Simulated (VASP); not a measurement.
Runs of VASP 6.6.1 on Pt. The structure is that of space group Im-3m (No. 229), or close to it. The cells are those of the table. 

```tsv
task	cell	cutoff (eV)	gap on the mesh (eV)	pressure (GPa)
single point	a = 2.686 Å, angles 109.5°, 1 atom	520	none	10.9
relaxation of cell and atoms	relaxed to 10 GPa from a = 2.744 Å, angles 109.5°, 1 atom	600	none	10.0
relaxation of cell and atoms	relaxed to 20 GPa from a = 2.744 Å, angles 109.5°, 1 atom	600	none	20.0
single point	a = 2.660 Å, angles 109.5°, 1 atom	520	none	21.1
relaxation of cell and atoms	relaxed to 5 GPa from a = 2.744 Å, angles 109.5°, 1 atom	600	none	4.9
single point	a = 2.718 Å, angles 109.5°, 1 atom	520	none	0.7
relaxation of cell and atoms	relaxed from a = 2.744 Å, angles 109.5°, 1 atom	600	none	0.0
single point	a = 2.701 Å, angles 109.5°, 1 atom	520	none	(a)
```

Alike in all rows: level r2SCAN; potentials or basis VASP PAW PBE potentials, release 64 (Pt); no spin polarisation; k mesh 12 × 12 × 12; smearing methfessel-paxton 0.1 eV.

**Question.** Estimate the missing entries.

**Answer.** (a) 5.8.

Caveats: the PAW data sets were made with another functional, which shifts forces and pressure a little; spin-orbit coupling is left out, which moves the levels of the heavy elements; the cell is relaxed towards a set pressure, so the enthalpy falls and the energy may rise (some runs).

A k mesh can miss the band edges, and the runs leave out spin-orbit coupling on Pt.

A gap of «none» marks levels without a gap at the run's occupations.
